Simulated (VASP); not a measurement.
**SbPt: single point with LDA**

Crystal: SbPt.

```
Sb Pt
1.0
     4.18435    0.00000    0.00000
    -2.09217    3.62375    0.00000
     0.00000    0.00000    5.54401
Sb Pt
2 2
Direct
  0.33333 0.66667 0.25000
  0.66667 0.33333 0.75000
  0.00000 0.00000 0.00000
  0.00000 0.00000 0.50000
```

This cell differs from its parent crystal: volume scaled by 1.04.

```json
{
 "Program": "VASP 6.6.1",
 "Task": "single point",
 "Functional": "LDA",
 "Potentials or basis": "VASP PAW LDA potentials, release 64 (Sb, Pt)",
 "Cutoff": "520 eV",
 "k mesh": "11 × 11 × 8",
 "Occupations": "fermi-dirac, width 0.08 eV",
 "Spin": "no spin polarisation"
}
```

```json
{
  "Pressure": "-5.2 GPa",
  "Band gap on the k mesh": "zero (band 15 reaches 11.72 eV, above the bottom of band 16 at 7.94 eV)"
}
```

Stress tensor (GPa, compression positive):
```
-4.64  0.00  0.00
 0.00 -4.64  0.00
 0.00  0.00 -6.38
```

Levels at points of the mesh, in eV from the Fermi level:
| k point | band 12 | band 13 | band 14 | band 15 | band 16 | band 17 | band 18 | band 19 |
| --- | --- | --- | --- | --- | --- | --- | --- | --- |
| (0.00, 0.00, 0.00) | -2.05 | -0.04 | -0.04 | 0.70 | 2.26 | 2.47 | 3.38 | 3.48 |
| (0.00, 0.00, 0.50) | -3.44 | -1.25 | -1.25 | 2.28 | 2.28 | 2.28 | 2.28 | 5.17 |

Wall time 2.9 min on 1 thread of Oxide Virtual Turin-like Processor, on a shared host, peak memory 0.23 GiB.

Caveat: spin-orbit coupling is left out, which moves the levels of the heavy elements.
